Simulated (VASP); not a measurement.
## CdSe: relaxation of cell and atoms with PBE

Crystal: CdSe.

```
Cd Se
1.0
     0.00000    3.07027    3.07027
     3.07027    0.00000    3.07027
     3.07027    3.07027    0.00000
Cd Se
1 1
Cartesian
  0.0000 0.0000 0.0000
  4.6054 4.6054 4.6054
```

```yaml
Program: VASP 6.6.1
Task: relaxation of cell and atoms
Functional: PBE
Potentials_or_basis: VASP PAW PBE potentials, release 64 (Cd, Se)
Cutoff: 500 eV
k_mesh: 6 × 6 × 6
Occupations: gaussian, width 0.01 eV
Spin: no spin polarisation
Dipole_correction: no
Further_INCAR_settings: ALGO = Normal; EDIFF = 1e-07; IBRION = 2; EDIFFG = -0.01; NSW = 80; ISIF = 3
```

```yaml
Relaxed_volume: 29.89 Å³/atom
Relaxed_cell: a = 4.389 Å, b = 4.389 Å, c = 4.389 Å, α = 60.00°, β = 60.00°, γ = 60.00°
Space_group_after_relaxing_to_0.05_Å: F-43m (No. 216)
Energy_gained_by_relaxing: 4.5 meV/atom
Ionic_steps: 3
Pressure_after_relaxing: 0.0 GPa
Band_gap_on_the_k_mesh: 0.48 eV, direct
```

Step by step:
```
step  energy change (eV)  largest force (eV/Å)  pressure (GPa)  volume (Å³)
   1              0.0000                0.0000            1.57        57.88
   2             -0.0084                0.0000           -0.38        60.30
   3             -0.0091                0.0000            0.00        59.78
```

Final structure:
```
Cd Se
1.0
     0.00000    3.10348    3.10348
     3.10348    0.00000    3.10348
     3.10348    3.10348    0.00000
Cd Se
1 1
Direct
  0.00000 0.00000 0.00000
  0.75000 0.75000 0.75000
```

Levels at points of the mesh, in eV from the valence-band top:
| k point | band 7 | band 8 | band 9 | band 10 | band 11 | band 12 |
| --- | --- | --- | --- | --- | --- | --- |
| (0.00, 0.00, 0.00) | 0.00 | 0.00 | 0.00 | 0.48 | 5.92 | 5.92 |
| (0.50, 0.00, 0.00) | -4.05 | -0.67 | -0.67 | 2.31 | 6.42 | 6.42 |
| (0.50, 0.50, 0.00) | -3.81 | -1.66 | -1.66 | 3.24 | 3.68 | 8.84 |

It took 16 s on 1 thread of Intel(R) Xeon(R) Platinum 8488C (Sapphire Rapids), with other jobs on the host, peak memory 0.18 GiB.

A hybrid or GW would open this gap; PBE tends to underestimate it.
